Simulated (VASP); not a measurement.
The system is H.

```
H
1.0
     1.66581   -2.74695   -0.00524
     1.61134    2.71408    0.00071
    -0.00869    0.00688    6.29344
H
4
Direct
  0.56625 0.42065 0.99773
  0.42584 0.54624 0.00699
  0.40303 0.56025 0.50085
  0.57706 0.40486 0.50551
```

Base run:

* Program: VASP 6.6.1
* Functional: PBE
* Potentials or basis: VASP PAW PBE potentials, release 64 (H)
* Cutoff: 520 eV
* k mesh: 6 × 6 × 4
* Occupations: gaussian, width 0.02 eV
* Spin: no spin polarisation

Its results: band gap on the k mesh 6.91 eV; pressure -2.2 GPa; largest force 3.310 eV/Å.

Task: The run is repeated on the same cell with these changes: k mesh from 6 × 6 × 4 to 2 × 2 × 1. What comes out?

Result: Band gap on the k mesh 6.85 eV; pressure -1.1 GPa; largest force 3.660 eV/Å.

Caveats: some runs use coarse meshes; forces of over 1 eV/Å act on the atoms, so gaps and moduli don't describe the material at rest.

A k mesh can miss the band edges.
